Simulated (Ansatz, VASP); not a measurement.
## Cu in VASP and in Ansatz

INCAR

```
ALGO = Normal
EDIFF = 1E-6
ENCUT = 520
GGA = PE
ISIF = 2
ISMEAR = -1
LASPH = True
LCHARG = False
LREAL = False
LWAVE = False
NBANDS = 30
NELM = 100
PREC = Accurate
SIGMA = 0.1
```

KPOINTS

```
k-points
0
Gamma
  16 16 5
```

File POSCAR:

```
Cu
1.0
    2.6341892813      0.0000000000      0.0000000000
   -1.3170946407      2.2812748360      0.0000000000
    0.0000000000      0.0000000000      8.6029008073
Cu
4
Direct
    1.0000000000      0.0000000000      0.0000000000
    1.0000000000      1.0000000000      0.5000000000
    0.3333333333      0.6666666667      0.2500000000
    0.6666666667      0.3333333333      0.7500000000
```

Input for Ansatz:

```yaml
crystal:
  lattice:
    - [2.6341892813, 0.0, 0.0]
    - [-1.3170946407, 2.281274836, 0.0]
    - [0.0, 0.0, 8.6029008073]
  atoms:
    - { symbol: Cu, position: [1.0, 0.0, 0.0] }
    - { symbol: Cu, position: [1.0, 1.0, 0.5] }
    - { symbol: Cu, position: [0.3333333333, 0.6666666667, 0.25] }
    - { symbol: Cu, position: [0.6666666667, 0.3333333333, 0.75] }
hamiltonian:
  xc: pbe
  pseudopotentials:
    kind: paw
    azcp:
      Cu: "pseudopotentials/Cu.paw.azcp"
basis:
  ecutwfc: 420
  fft_grid_basis: typed
kpoints:
  mp_grid: { grid: [16, 16, 5], shift: [0, 0, 0] }
magnetization:
  spin_polarized: false
scf:
  occupations: { method: fermi_dirac, width: 0.1 }
  lower_state_search: "off"
output:
  stress: true
```

Alike in both runs: task single point; functional PBE; k mesh 16 × 16 × 5; occupations fermi-dirac, width 0.1 eV; no spin polarisation.

|  | VASP | Ansatz |
| --- | --- | --- |
| version | VASP 6.6.1 | Ansatz 0.2.0 |
| potentials or method | VASP PAW PBE potentials, release 64 (Cu), cutoff 520 eV | plane waves (420 eV) with PAW, scalar-relativistic |
| valence electrons in the cell | 44 | 76 |

```tsv
	VASP	Ansatz	Ansatz less VASP
pressure (GPa)	-8.3	-8.9	-0.63
```

With one functional, cell and mesh, what is left measures potentials, basis and numerics. VASP's potentials hold 44 valence electrons a cell and Ansatz's 76, so a difference there can come from the potentials and not from the codes.
